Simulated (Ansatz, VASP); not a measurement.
# Ta: VASP beside Ansatz

```xyz
1
Lattice="-1.6607 1.6607 1.6607 1.6607 -1.6607 1.6607 1.6607 1.6607 -1.6607" Properties=species:S:1:pos:R:3 pbc="T T T"
Ta    0.0000    0.0000    0.0000
```

Alike in both runs: task single point; functional PBE; k mesh 13 × 13 × 13; no spin polarisation.

|  | VASP | Ansatz |
| --- | --- | --- |
| version | VASP 6.6.1 | Ansatz 0.2.0 |
| potentials or method | VASP PAW PBE potentials, release 64 (Ta_pv), cutoff 520 eV | plane waves (420 eV) with PAW, scalar-relativistic |
| occupations | methfessel-paxton of order 1, width 0.01 eV | cold, width 0.01 eV |
| valence electrons in the cell | 11 | 13 |

VASP gave:

- pressure (GPa): 0.5

Estimate Ansatz's values.

pressure (GPa): 0.3.

VASP's potentials hold 11 valence electrons a cell and Ansatz's 13, so a difference there can come from the potentials and not from the codes.

Spin-orbit coupling is off throughout.
